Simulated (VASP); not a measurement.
Crystal: C.

```
CELL_PARAMETERS angstrom
-1.22267 -2.11645 0.00000
1.22267 -2.11645 0.00000
0.13585 -0.70548 13.45153
ATOMIC_POSITIONS crystal
C 0.31941 0.30552 0.12500
C 0.79163 0.74996 0.37500
C 0.26385 0.19441 0.62500
C 0.73607 0.63885 0.87500
C 0.65281 0.63893 0.12500
C 0.12504 0.08337 0.37500
C 0.59726 0.52781 0.62500
C 0.06948 0.97226 0.87500
```

Base run:

```yaml
Program: VASP 6.6.1
Functional: LDA
Potentials_or_basis: VASP PAW LDA potentials, release 64 (C)
Cutoff: 600 eV
k_mesh: 15 × 15 × 3
Occupations: gaussian, width 0.03 eV
Spin: no spin polarisation
```

Its results: pressure 0.4 GPa; largest force 0.017 eV/Å.

Question: The run is repeated on the same cell with these changes: cutoff from 600 eV to 520 eV. What comes out?

Answer: Pressure 0.9 GPa; largest force 0.017 eV/Å.
